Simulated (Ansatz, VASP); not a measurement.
## One calculation of Sb, two programs

File INCAR:

```
PREC = Accurate ; ENCUT = 520
EDIFF = 1E-7 ; ISMEAR = -1
SIGMA = 0.15 ; LREAL = False
LASPH = True ; NELM = 150
ALGO = Normal ; ISIF = 2
LWAVE = False ; LCHARG = False
MAGMOM = 0 0 0 ; LORBIT = 11
LSORBIT = True ; GGA_COMPAT = False
LORBMOM = True ; GGA = PE
NBANDS = 16
```

The input KPOINTS:

```
Automatic mesh
0
Gamma
  4 4 4
```

File POSCAR:

```
Sb
1.0
    0.0000000000      2.3957000000      2.3957000000
    2.3957000000      0.0000000000      2.3957000000
    2.3957000000      2.3957000000      0.0000000000
Sb
1
Direct
    0.0000000000      0.0000000000      0.0000000000
```

Input for Ansatz:

```yaml
crystal:
  lattice:
    - [0, 2.3957, 2.3957]
    - [2.3957, 0, 2.3957]
    - [2.3957, 2.3957, 0]
  atoms:
    - { symbol: Sb, position: [0, 0, 0] }
kpoints:
  mp_grid: { grid: [4, 4, 4] }
hamiltonian:
  xc: pbe
  pseudopotentials: { kind: nc_fr }
scf:
  occupations: { method: fermi_dirac, width: 0.15 }
output:
  forces: true
  stress: true
  eigenvalues: true
magnetization:
  noncollinear: true
  spin_orbit: true
```

Alike in both runs: task single point; functional PBE; k mesh 4 × 4 × 4; occupations fermi-dirac, width 0.15 eV; non-collinear spin, spin-orbit coupling.

```csv
,VASP,Ansatz
version,VASP 6.6.1,Ansatz 0.2.0 development build
potentials or method,"VASP PAW PBE potentials, release 64 (Sb)","plane waves, norm-conserving pseudopotentials"
plane-wave cutoff (eV),520,1088
valence electrons in the cell,5,15
```

|  | VASP | Ansatz | Ansatz less VASP |
| --- | --- | --- | --- |
| net moment per atom (μB) | 0.00 | 0.00 | 0.000 |

VASP's potentials hold 5 valence electrons a cell and Ansatz's 15, so a difference there can come from the potentials and not from the codes.

The k mesh is coarse, so the values compare programs but aren't converged.
